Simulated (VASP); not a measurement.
# SiC (P1) in VASP: single point with PBE

Aim: the single point of SiC with PBE.

Program: VASP 6.6.1. These are calculated values, not measurements. Logs are shortened: lines on timing, memory, paths and dates and some standing lists are left out, and cuts for length are marked.

## Step 1: The cell of the first run

The typed cell holds 4 atoms: a = 3.076 Å, b = 3.076 Å, c = 5.048 Å, α = 90.00°, β = 90.00°, γ = 120.00°.

## Step 2: Single point, PBE (one atom moved)

The input, INCAR:

```
ALGO     = Normal         # electronic algorithm
EDIFF    = 1E-6           # SCF threshold, eV
ENCUT    = 520            # plane-wave cutoff, eV
GGA      = PE             # functional
ISIF     = 2              # what is computed and relaxed
ISMEAR   = 0              # smearing method
LASPH    = T              # aspherical terms in the spheres
LCHARG   = T              # write CHGCAR
LELF     = T              # ELF
LREAL    = F              # projectors in reciprocal space
LVHAR    = T            
LWAVE    = F              # write WAVECAR
NBANDS   = 16             # bands
NELM     = 60             # most SCF steps
PREC     = Accurate       # precision mode
SIGMA    = 0.02           # smearing width, eV
```

The input, KPOINTS:

```
k-points
0
Gamma
  12 12 6
```

The input, POSCAR:

```
SiC
1.0
    3.0759982064      0.0000000000      0.0000000000
   -1.5379991032      2.6638925888      0.0000000000
    0.0000000000      0.0000000000      5.0480000000
Si C
2 2
Direct
    0.4064803200      0.6666666667      0.0000000000
    0.6666666667      0.3333333333      0.5000000000
    0.3333333333      0.6666666667      0.3850000000
    0.6666666667      0.3333333333      0.8850000000
```

Potentials or basis: VASP PAW PBE potentials, release 64 (Si, C).

Started as:

```bash
cat potpaw_PBE.64/Si/POTCAR potpaw_PBE.64/C/POTCAR > POTCAR
mpirun -np 1 vasp_std > vasp.out
```

OUTCAR:

```text
EDIFF = 1E-6
   ENCUT = 520
   GGA = PE
   ISIF = 2
   ISMEAR = 0
   LASPH = T
   LREAL = F
   NELM = 60
   PREC = Accurate

 ion  position               nearest neighbor table
   1  0.406  0.667  0.000-   4 1.69   4 1.88   3 1.96   4 2.06   2 2.98   2 2.98   2 3.09   2 3.09

   2  0.667  0.333  0.500-   3 1.87   3 1.87   3 1.87   4 1.94   1 2.98   1 2.98   1 3.09   1 3.09

   3  0.333  0.667  0.385-   2 1.87   2 1.87   2 1.87   1 1.96
   4  0.667  0.333  0.885-   1 1.69   1 1.88   2 1.94   1 2.06

  LATTYP: Found a hexagonal cell.
 ALAT       =     3.0759982064
 C/A-ratio  =     1.6410932846

  Lattice vectors:

 A1 = (   3.0759982064,   0.0000000000,   0.0000000000)
 A2 = (  -1.5379991032,   2.6638925888,   0.0000000000)
 A3 = (   0.0000000000,   0.0000000000,   5.0480000000)

Analysis of symmetry for initial positions (statically):
=====================================================================
 Subroutine PRICEL returns:
 Original cell was already a primitive cell.

 Routine SETGRP: Setting up the symmetry group for a
 hexagonal supercell.

 Subroutine GETGRP returns: Found  1 space group operations
 (whereof  1 operations were pure point group operations)
 out of a pool of 24 trial point group operations.

The static configuration has the point symmetry C_1 .

Analysis of symmetry for dynamics (positions and initial velocities):
=====================================================================
 Subroutine PRICEL returns:
 Original cell was already a primitive cell.

 Routine SETGRP: Setting up the symmetry group for a
 hexagonal supercell.

 Subroutine GETGRP returns: Found  1 space group operations
 (whereof  1 operations were pure point group operations)
 out of a pool of 24 trial point group operations.

The dynamic configuration has the point symmetry C_1 .

 Subroutine INISYM returns: Found  1 space group operations
 (whereof  1 operations are pure point group operations),
 and found     1 'primitive' translations

----------------------------------------------------------------------------------------

                                     Primitive cell

  volume of cell :      41.3640

  direct lattice vectors                    reciprocal lattice vectors
     3.075998206  0.000000000  0.000000000     0.325097719  0.187695255  0.000000000
[... 90 lines left out ...]
   EDIFF  = 0.1E-05   stopping-criterion for ELM
   LREAL  =      F    real-space projection
   EDIFFG = 0.1E-04   stopping-criterion for IOM
   NSW    =      0    number of steps for IOM
   IBRION =     -1    ionic relax: 0-MD 1-quasi-New 2-CG
   NFREE  =      0    steps in history (QN), initial steepest desc. (CG)
   ISIF   =      2    stress and relaxation
   ISYM   =      2    0-nonsym 1-usesym 2-fastsym
   POTIM  = 0.5000    time-step for ionic-motion
   TEBEG  =    0.0;   TEEND  =   0.0 temperature during run
   PSTRESS=    0.0 pullay stress
   NELECT =      16.0000    total number of electrons
   NUPDOWN=      -1.0000    fix difference up-down
   EMIN   =  10.00;   EMAX   =-10.00  energy-range for DOS
   EFERMI =   0.00;   METHOD = LEGACY
   ISMEAR =     0;   SIGMA  =   0.02  broadening in eV -4-tet -1-fermi 0-gaus
   EFERMI_NEDOS =   21; number of points for ismear=-14 and -15
   IALGO  =     38    algorithm
   IMIX   =      4    mixing-type and parameters
     AMIX     =   0.40;   BMIX     =  1.00
     AMIX_MAG =   1.60;   BMIX_MAG =  1.00
  volume/ion in A,a.u.               =      10.34        69.78
  Fermi-wavevector in a.u.,A,eV,Ry     =   1.192818  2.254099 19.358564  1.422814
  Thomas-Fermi vector in A             =   2.328847
   LORBIT       =      0    0 simple, 1 ext, 2 COOP (PROOUT), +10 PAW based schemes
   GGA     = PE    functional components
   LHFCALC =     F    Hartree Fock is set to
   AEXX    =    0.0000 exact exchange contribution
   IVDW    =     0    specifies the selected vdW correction
   LEPSILON=     F    determine dielectric tensor
   LRPA    =     F    only Hartree local field effects (RPA)
 non-spin polarized calculation
 Gauss-broadening in eV      SIGMA  =   0.02
  energy-cutoff  :      520.00
  volume of cell :       41.36
 maximum number of plane-waves:      1132
   NGX = 11   NGY = 11   NGZ = 19

 number of electron      16.0000000 magnetization

 Free energy of the ion-electron system (eV)
  ---------------------------------------------------
  ext. energy  EPLUGINS =         0.00000000
  ---------------------------------------------------
  free energy    TOTEN  =       -29.50474374 eV

  energy without entropy =      -29.50474374  energy(sigma->0) =      -29.50474374

 E-fermi :   8.8784     XC(G=0): -11.3489

 val. band max:        8.7358893869   @ k =   0.0000   0.0000   0.0000
 cond. band min:      10.6691402528   @ k =   0.3333   0.3333   0.0000
 fundamental gap:      1.9332508659
 Fermi energy:         8.8783572722

 k-point     1 :       0.0000    0.0000    0.0000
  band No.  band energies     occupation
      1      -7.3398      2.00000
      2      -3.8585      2.00000
      3      -0.2925      2.00000
      4       6.2838      2.00000
      5       7.1762      2.00000
      6       7.7330      2.00000
[... 433 lines left out ...]
      3       0.4596      2.00000
      4       3.5490      2.00000
      5       5.1599      2.00000
      6       6.1751      2.00000
[... 8 lines left out ...]
     15      17.9849      0.00000
     16      18.5370      0.00000

 [... further k-points ...]

------------------------ aborting loop because EDIFF is reached ----------------------------------------

  FORCE on cell =-STRESS in cart. coord.  units (eV):
  Direction    XX          YY          ZZ          XY          YZ          ZX
  --------------------------------------------------------------------------------------
  -------------------------------------------------------------------------------------
  Total        3.0309277      2.1398661      0.4195012     -2.3414686      0.8112217     -1.4078940
  in kB      117.3989000     82.8848300     16.2488127    -90.6936290     31.4215798    -54.5328757
  external PRESSURE =      72.1775142 kB  Pullay stress =       0.0000000 kB

 VOLUME and BASIS-vectors are now :
 -----------------------------------------------------------------------------
  energy-cutoff  :      520.00
  volume of cell :       41.36
      direct lattice vectors                 reciprocal lattice vectors
     3.075998206  0.000000000  0.000000000     0.325097719  0.187695255  0.000000000
    -1.537999103  2.663892589  0.000000000     0.000000000  0.375390511  0.000000000
     0.000000000  0.000000000  5.048000000     0.000000000  0.000000000  0.198098257

 POSITION                                       TOTAL-FORCE (eV/Angst)
 -----------------------------------------------------------------------------------
      0.22500      1.77593      0.00000        -5.100178      1.578945      1.653404
      1.53800      0.88796      2.52400         0.122836     -0.015503      0.803693
     -0.00000      1.77593      1.94348         0.492752      0.005558     -0.818968
      1.53800      0.88796      4.46748         4.484591     -1.569000     -1.638129
 -----------------------------------------------------------------------------------
    total drift:                               -0.000070      0.000080     -0.000156

  FREE ENERGIE OF THE ION-ELECTRON SYSTEM (eV)
  ---------------------------------------------------
  free  energy   TOTEN  =       -29.5047437400 eV

  energy  without entropy=      -29.5047437400  energy(sigma->0) =      -29.50474374
```

It took 3.9 min on 1 thread of Intel Xeon Platinum 8375C at 2.90GHz (Ice Lake), shared host; peak memory 0.34 GiB.

What came out:

```yaml
Free_energy: -29.5047 eV
Pressure: 7.2 GPa
Largest_force: 5.589 eV/Å
Band_gap_on_the_k_mesh: 1.93 eV (least direct gap 3.70 eV)
```

Forces in eV/Å, atoms in the order of the input:
```
Si  -5.100  1.579  1.653
Si   0.123 -0.016  0.804
C    0.493  0.006 -0.819
C    4.485 -1.569 -1.638
```

Stress tensor (GPa, compression positive):
```
11.74 -9.07 -5.45
-9.07  8.29  3.14
-5.45  3.14  1.62
```

Caveat: the cell differs from its parent crystal (one atom moved); the cell stands under pressure; forces of over 1 eV/Å act on the atoms, so gaps and moduli don't describe the material at rest. A k mesh can miss the band edges.
